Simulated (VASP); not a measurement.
Here is a VASP 6.6.1 calculation.

Contents of POSCAR:

```
SiO2
1.0
    4.2265777438      0.0000000000      0.0000000000
    0.0000000000      4.2265777438      0.0000000000
    0.0000000000      0.0000000000      2.6953757025
Si O
2 4
Direct
    0.0000000000      0.0000000000      0.0000000000
    0.5000000000      0.5000000000      0.5000000000
    0.3060983512      0.3060983512      0.0000000000
    0.1939016488      0.8060983512      0.5000000000
    0.6939016488      0.6939016488      0.0000000000
    0.8060983512      0.1939016488      0.5000000000
```

INCAR.step1

```
  PREC = Accurate
  ENCUT = 600
  ISMEAR = 0
  SIGMA = 0.02
  LREAL = F
  LASPH = T
  NELM = 80
  GGA = PE
  ALGO = Normal
  EDIFF = 1E-4
  LWAVE = T
  LCHARG = F
```

File INCAR.step2:

```
  PREC = Accurate
  ENCUT = 600
  EDIFF = 1E-6
  ISMEAR = 0
  SIGMA = 0.02
  LREAL = F
  LASPH = T
  NELM = 80
  ALGO = Normal
  ISIF = 4
  LWAVE = F
  LCHARG = F
  METAGGA = R2SCAN
  LMIXTAU = T
  IBRION = 2
  NSW = 50
  EDIFFG = -0.01
  ISTART = 1
```

The input KPOINTS:

```
regular mesh
0
Gamma
  6 6 8
```

Potentials or basis: VASP PAW PBE potentials, release 64 (Si, O).

Command:

```sh
$ cat potpaw_PBE.64/Si/POTCAR potpaw_PBE.64/O/POTCAR > POTCAR
$ cp INCAR.step1 INCAR
$ mpirun -np 1 vasp_std > vasp.out
$ cp INCAR.step2 INCAR
$ mpirun -np 1 vasp_std > vasp.out
```

Q: What does it give for the band gap on the k mesh?

A: 6.04 eV.

Final structure:
```yaml
crystal:
  lattice:
    - [4.23454, 0.00000, 0.00000]
    - [0.00000, 4.23454, 0.00000]
    - [0.00000, 0.00000, 2.68524]
  atoms:
    - { symbol: Si, position: [0.00000, 0.00000, 0.00000] }
    - { symbol: Si, position: [0.50000, 0.50000, 0.50000] }
    - { symbol: O, position: [0.30729, 0.30729, 0.00000] }
    - { symbol: O, position: [0.19271, 0.80729, 0.50000] }
    - { symbol: O, position: [0.69271, 0.69271, 0.00000] }
    - { symbol: O, position: [0.80729, 0.19271, 0.50000] }
```

 A k mesh can miss the band edges.
